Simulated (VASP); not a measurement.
# Mn3Si (Fm-3m) in VASP: further runs

The runs below take Mn3Si through single point, with LDA.

Everything below comes from runs of VASP 6.6.1. Logs are shortened: lines on timing, memory, paths and dates and some standing lists are left out, and cuts for length are marked.

### 1 The cell of the first run

Symmetry: Fm-3m, No. 225, cubic system. The conventional cell has a = 5.722 Å, b = 5.722 Å, c = 5.722 Å, α = 90.00°, β = 90.00°, γ = 90.00°. Within 3.3 Å of Mn (site symmetry m-3m) lie 8 Mn at 2.48 Å and 6 Si at 2.86 Å. Mn (site symmetry -43m) has 10 Mn at 2.48 to 2.86 Å and 4 Si at 2.48 Å within 3.3 Å. Si (site symmetry m-3m) has 14 Mn at 2.48 to 2.86 Å within 3.3 Å.

### 2 Single point, LDA

Contents of INCAR:

```
SYSTEM = Mn3Si
ALGO     = Normal         ! electronic algorithm
EDIFF    = 1E-6           ! SCF threshold, eV
ENCUT    = 520            ! plane-wave cutoff, eV
GGA      = CA             ! functional
ISIF     = 2              ! what is computed and relaxed
ISMEAR   = -1             ! smearing method
LASPH    = .TRUE.         ! aspherical terms in the spheres
LCHARG   = .FALSE.        ! write CHGCAR
LREAL    = .FALSE.        ! projectors in reciprocal space
LWAVE    = .FALSE.        ! write WAVECAR
NBANDS   = 30             ! bands
NELM     = 60             ! most SCF steps
PREC     = Accurate       ! precision mode
SIGMA    = 0.05           ! smearing width, eV
```

Contents of KPOINTS:

```
k-points
0
G
  10 10 10
  0 0 0
```

Contents of POSCAR:

```
Mn3Si
1.0
    0.0000000000      2.8610000000      2.8610000000
    2.8610000000      0.0000000000      2.8610000000
    2.8610000000      2.8610000000      0.0000000000
Mn Si
3 1
Direct
    0.5000000000      0.5000000000      0.5000000000
    0.2500000000      0.2500000000      0.2500000000
    0.7500000000      0.7500000000      0.7500000000
    0.0000000000      0.0000000000      0.0000000000
```

Potentials or basis: VASP PAW LDA potentials, release 64 (Mn_pv, Si).

Command:

```sh
$ cat potpaw_LDA.64/Mn_pv/POTCAR potpaw_LDA.64/Si/POTCAR > POTCAR
$ mpirun -np 1 vasp_std > vasp.out
```

OUTCAR:

```text
SYSTEM = Mn3Si
   EDIFF = 1E-6
   ENCUT = 520
   GGA = CA
   ISIF = 2
   ISMEAR = -1
   LASPH = .TRUE.
   LREAL = .FALSE.
   NELM = 60
   PREC = Accurate

 ion  position               nearest neighbor table
   1  0.500  0.500  0.500-   2 2.48   2 2.48   2 2.48   3 2.48   3 2.48   3 2.48   3 2.48   2 2.48
                             4 2.86   4 2.86   4 2.86   4 2.86   4 2.86   4 2.86
   2  0.250  0.250  0.250-   4 2.48   4 2.48   4 2.48   1 2.48   1 2.48   1 2.48   4 2.48   1 2.48
                             3 2.86   3 2.86   3 2.86   3 2.86   3 2.86   3 2.86
   3  0.750  0.750  0.750-   1 2.48   1 2.48   1 2.48   4 2.48   4 2.48   4 2.48   4 2.48   1 2.48
                             2 2.86   2 2.86   2 2.86   2 2.86   2 2.86   2 2.86
   4  0.000  0.000  0.000-   3 2.48   3 2.48   3 2.48   2 2.48   2 2.48   2 2.48   3 2.48   2 2.48
                             1 2.86   1 2.86   1 2.86   1 2.86   1 2.86   1 2.86

  LATTYP: Found a face centered cubic cell.
 ALAT       =     5.7220000000

  Lattice vectors:

 A1 = (   0.0000000000,   2.8610000000,   2.8610000000)
 A2 = (   2.8610000000,   0.0000000000,   2.8610000000)
 A3 = (   2.8610000000,   2.8610000000,   0.0000000000)

Analysis of symmetry for initial positions (statically):
=====================================================================
 Subroutine PRICEL returns:
 Original cell was already a primitive cell.

 Routine SETGRP: Setting up the symmetry group for a
 face centered cubic supercell.

 Subroutine GETGRP returns: Found 48 space group operations
 (whereof 48 operations were pure point group operations)
 out of a pool of 48 trial point group operations.

The static configuration has the point symmetry O_h .

Analysis of symmetry for dynamics (positions and initial velocities):
=====================================================================
 Subroutine PRICEL returns:
 Original cell was already a primitive cell.

 Routine SETGRP: Setting up the symmetry group for a
 face centered cubic supercell.

 Subroutine GETGRP returns: Found 48 space group operations
 (whereof 48 operations were pure point group operations)
 out of a pool of 48 trial point group operations.

The dynamic configuration has the point symmetry O_h .

 Subroutine INISYM returns: Found 48 space group operations
 (whereof 48 operations are pure point group operations),
 and found     1 'primitive' translations

----------------------------------------------------------------------------------------

                                     Primitive cell

  volume of cell :      46.8364

  direct lattice vectors                    reciprocal lattice vectors
     0.000000000  2.861000000  2.861000000    -0.174764069  0.174764069  0.174764069
     2.861000000  0.000000000  2.861000000     0.174764069 -0.174764069  0.174764069
     2.861000000  2.861000000  0.000000000     0.174764069  0.174764069 -0.174764069

  length of vectors
     4.046065002  4.046065002  4.046065002     0.302700246  0.302700246  0.302700246

  position of ions in fractional coordinates (direct lattice)
     0.500000000  0.500000000  0.500000000
     0.250000000  0.250000000  0.250000000
     0.750000000  0.750000000  0.750000000
     0.000000000  0.000000000  0.000000000

  ion indices of the primitive-cell ions
   primitive index   ion index
                 1           1
                 2           2
                 3           3
                 4           4

----------------------------------------------------------------------------------------

 KPOINTS: k-points

Automatic generation of k-mesh.
 Grid dimensions read from file:
 generate k-points for:   10   10   10

 Generating k-lattice:

  Cartesian coordinates                     Fractional coordinates (reciprocal lattice)
    -0.017476407  0.017476407  0.017476407     0.100000000  0.000000000  0.000000000
     0.017476407 -0.017476407  0.017476407     0.000000000  0.100000000  0.000000000
     0.017476407  0.017476407 -0.017476407     0.000000000  0.000000000  0.100000000

  Length of vectors
     0.030270025  0.030270025  0.030270025

  Shift w.r.t. Gamma in fractional coordinates (k-lattice)
     0.000000000  0.000000000  0.000000000

 Subroutine IBZKPT returns following result:
 ===========================================

 Found     47 irreducible k-points:

 Following reciprocal coordinates:
            Coordinates               Weight
  0.000000  0.000000  0.000000      1.000000
  0.100000  0.000000  0.000000      8.000000
  0.200000  0.000000  0.000000      8.000000
  0.300000  0.000000  0.000000      8.000000
  0.400000  0.000000  0.000000      8.000000
  0.500000  0.000000  0.000000      4.000000
[... 16 lines left out ...]
  0.300000  0.300000  0.000000      6.000000
  0.400000  0.300000  0.000000     24.000000
 [... further k-points ...]
   k-points           NKPTS =     47   k-points in BZ     NKDIM =     47   number of bands    NBANDS=     30
   number of dos      NEDOS =    301   number of ions     NIONS =      4
   total plane-waves  NPLWV =  27000
   dimension x,y,z NGX =    30 NGY =   30 NGZ =   30
   dimension x,y,z NGXF=    60 NGYF=   60 NGZF=   60
   ions per type =               3   1
   NGX,Y,Z   is equivalent  to a cutoff of  12.33, 12.33, 12.33 a.u.
   NGXF,Y,Z  is equivalent  to a cutoff of  24.65, 24.65, 24.65 a.u.
 SYSTEM =  Mn3Si
   PREC   = accura    normal or accurate (medium, high low for compatibility)
   ISTART =      0    job   : 0-new  1-cont  2-samecut
   ICHARG =      2    charge: 1-file 2-atom 10-const
   ISPIN  =      1    spin polarized calculation?
   LNONCOLLINEAR =      F non collinear calculations
   LSORBIT =      F    spin-orbit coupling
   LASPH  =      T    aspherical Exc in radial PAW
   ENCUT  =  520.0 eV  38.22 Ry    6.18 a.u.   7.52  7.52  7.52*2*pi/ulx,y,z
   NELM   =     60;   NELMIN=  2; NELMDL= -5     # of ELM steps
   EDIFF  = 0.1E-05   stopping-criterion for ELM
   LREAL  =      F    real-space projection
   EDIFFG = 0.1E-04   stopping-criterion for IOM
   NSW    =      0    number of steps for IOM
   IBRION =     -1    ionic relax: 0-MD 1-quasi-New 2-CG
   NFREE  =      0    steps in history (QN), initial steepest desc. (CG)
   ISIF   =      2    stress and relaxation
   ISYM   =      2    0-nonsym 1-usesym 2-fastsym
   POTIM  = 0.5000    time-step for ionic-motion
   TEBEG  =    0.0;   TEEND  =   0.0 temperature during run
   PSTRESS=    0.0 pullay stress
   NELECT =      43.0000    total number of electrons
   NUPDOWN=      -1.0000    fix difference up-down
   EMIN   =  10.00;   EMAX   =-10.00  energy-range for DOS
   EFERMI =   0.00;   METHOD = LEGACY
   ISMEAR =    -1;   SIGMA  =   0.05  broadening in eV -4-tet -1-fermi 0-gaus
   EFERMI_NEDOS =   21; number of points for ismear=-14 and -15
   IALGO  =     38    algorithm
   IMIX   =      4    mixing-type and parameters
     AMIX     =   0.40;   BMIX     =  1.00
     AMIX_MAG =   1.60;   BMIX_MAG =  1.00
  volume/ion in A,a.u.               =      11.71        79.02
  Fermi-wavevector in a.u.,A,eV,Ry     =   1.591121  3.006782 34.445395  2.531665
  Thomas-Fermi vector in A             =   2.689710
   LORBIT       =      0    0 simple, 1 ext, 2 COOP (PROOUT), +10 PAW based schemes
   GGA     = CA    functional components
   LHFCALC =     F    Hartree Fock is set to
   AEXX    =    0.0000 exact exchange contribution
   IVDW    =     0    specifies the selected vdW correction
   LEPSILON=     F    determine dielectric tensor
   LRPA    =     F    only Hartree local field effects (RPA)
 non-spin polarized calculation
  energy-cutoff  :      520.00
  volume of cell :       46.84
 maximum number of plane-waves:      1295
   NGX = 15   NGY = 15   NGZ = 15

 number of electron      43.0000044 magnetization

 Free energy of the ion-electron system (eV)
  ---------------------------------------------------
  ext. energy  EPLUGINS =         0.00000000
  ---------------------------------------------------
  free energy    TOTEN  =       -36.97119244 eV

  energy without entropy =      -36.90962732  energy(sigma->0) =      -36.94040988

 E-fermi :  10.1348     XC(G=0): -13.4091

 val. band max:       10.1318975319   @ k =  -0.3000   0.4000   0.1000
 cond. band min:      10.1359030051   @ k =   0.2000   0.1000   0.0000
 fundamental gap:      0.0040054732
 Fermi energy:        10.1347782733

 k-point     1 :       0.0000    0.0000    0.0000
  band No.  band energies     occupation
      1     -37.8054      2.00000
      2     -37.8054      2.00000
      3     -37.8054      2.00000
      4     -37.3001      2.00000
      5     -37.3001      2.00000
      6     -37.3001      2.00000
[... 22 lines left out ...]
     29      14.6307      0.00000
     30      16.2593      0.00000

 k-point     2 :       0.1000    0.0000    0.0000
  band No.  band energies     occupation
      1     -37.8074      2.00000
      2     -37.8074      2.00000
      3     -37.8063      2.00000
      4     -37.2967      2.00000
      5     -37.2967      2.00000
      6     -37.2925      2.00000
[... 22 lines left out ...]
     29      14.7216      0.00000
     30      15.9184      0.00000

 k-point     3 :       0.2000    0.0000    0.0000
  band No.  band energies     occupation
      1     -37.8126      2.00000
      2     -37.8126      2.00000
      3     -37.8076      2.00000
      4     -37.2875      2.00000
      5     -37.2875      2.00000
      6     -37.2731      2.00000
[... 22 lines left out ...]
     29      14.5545      0.00000
     30      16.1685      0.00000

 k-point     4 :       0.3000    0.0000    0.0000
  band No.  band energies     occupation
      1     -37.8188      2.00000
      2     -37.8188      2.00000
      3     -37.8075      2.00000
      4     -37.2752      2.00000
      5     -37.2752      2.00000
      6     -37.2501      2.00000
[... 616 lines left out ...]
     29      14.6590      0.00000
     30      17.0482      0.00000

 k-point    23 :       0.3000    0.3000    0.0000
  band No.  band energies     occupation
      1     -37.8361      2.00000
      2     -37.8361      2.00000
      3     -37.7844      2.00000
      4     -37.2713      2.00000
      5     -37.2617      2.00000
      6     -37.2617      2.00000
[... 22 lines left out ...]
     29      15.0349      0.00000
     30      15.9318      0.00000

 k-point    24 :       0.4000    0.3000    0.0000
  band No.  band energies     occupation
      1     -37.8414      2.00000
      2     -37.8402      2.00000
      3     -37.7822      2.00000
      4     -37.2918      2.00000
      5     -37.2504      2.00000
      6     -37.2499      2.00000
[... 22 lines left out ...]
     29      15.0952      0.00000
     30      16.1709      0.00000

 [... further k-points ...]
[... 5 lines left out ...]
  --------------------------------------------------------------------------------------
  -------------------------------------------------------------------------------------
  Total       -8.8952242     -8.8952242     -8.8952242     -0.0000000      0.0000000      0.0000000
  in kB     -304.2873598   -304.2873598   -304.2873598     -0.0000000      0.0000000      0.0000000
  external PRESSURE =    -304.2873598 kB  Pullay stress =       0.0000000 kB

 VOLUME and BASIS-vectors are now :
 -----------------------------------------------------------------------------
  energy-cutoff  :      520.00
  volume of cell :       46.84
      direct lattice vectors                 reciprocal lattice vectors
     0.000000000  2.861000000  2.861000000    -0.174764069  0.174764069  0.174764069
     2.861000000  0.000000000  2.861000000     0.174764069 -0.174764069  0.174764069
     2.861000000  2.861000000  0.000000000     0.174764069  0.174764069 -0.174764069

 POSITION                                       TOTAL-FORCE (eV/Angst)
 -----------------------------------------------------------------------------------
      2.86100      2.86100      2.86100         0.000000     -0.000000      0.000000
      1.43050      1.43050      1.43050        -0.000000     -0.000000     -0.000000
      4.29150      4.29150      4.29150         0.000000      0.000000      0.000000
      0.00000      0.00000      0.00000         0.000000     -0.000000      0.000000
 -----------------------------------------------------------------------------------
    total drift:                                0.000000     -0.000000      0.000000

  FREE ENERGIE OF THE ION-ELECTRON SYSTEM (eV)
  ---------------------------------------------------
  free  energy   TOTEN  =       -36.9711924442 eV

  energy  without entropy=      -36.9096273200  energy(sigma->0) =      -36.94040988
```

Wall time 33 s (1 thread of Intel Xeon 6975P-C (Granite Rapids), shared host); peak memory 0.17 GiB.

What came out:

* Free energy: -36.9712 eV
* Pressure: -30.4 GPa

### 3 Single point, LDA, collinear spin, ferrimagnetic start

Contents of INCAR:

```
PREC = Accurate
ENCUT = 520
EDIFF = 1E-7
ISMEAR = -1
SIGMA = 0.05
LREAL = False
LASPH = True
NELM = 150
ALGO = Normal
ISIF = 2
LWAVE = False
LCHARG = False
ISPIN = 2
MAGMOM = 4 4 -4 0
LORBIT = 11
LMAXMIX = 4
GGA = CA
NBANDS = 34
```

Contents of KPOINTS:

```
regular mesh
0
Gamma
  10 10 10
```

POSCAR is that of step 2.

Potentials or basis: VASP PAW LDA potentials, release 64 (Mn_pv, Si).

Command:

```sh
$ cat potpaw_LDA.64/Mn_pv/POTCAR potpaw_LDA.64/Si/POTCAR > POTCAR
$ mpirun -np 1 vasp_std > vasp.out
```

It took 2 min on 1 thread of Intel Xeon 6975P-C (Granite Rapids), shared host; peak memory 0.22 GiB.

The run converged. Its results:

```yaml
Free_energy: -37.2538 eV
Pressure: -24.0 GPa
Net_moment: 1.09 μB per cell
Site_moments: Mn +2.29, -0.64; Si +0.04 μB
Valence_electrons_inside_the_program's_atomic_spheres: Mn 11.82, 11.92; Si 1.62
```

Levels at points of the mesh, in eV from the Fermi level:
Spin up:
```
           k point  band 20  band 21  band 22  band 23  band 24  band 25
(0.00, 0.00, 0.00)     0.03     0.66     0.66     0.66     1.24     1.24
(0.50, 0.00, 0.00)    -0.54    -0.54    -0.11    -0.11     0.56     0.56
(0.50, 0.50, 0.00)    -0.74    -0.22    -0.22     0.21     0.67     0.82
```
Spin down:
```tsv
k point	band 19	band 20	band 21	band 22	band 23	band 24
(0.00, 0.00, 0.00)	0.22	0.22	0.22	0.80	0.80	1.49
(0.50, 0.00, 0.00)	-1.01	-1.01	-0.96	0.87	0.87	1.40
(0.50, 0.50, 0.00)	-0.61	-0.61	0.05	0.15	0.75	0.82
```
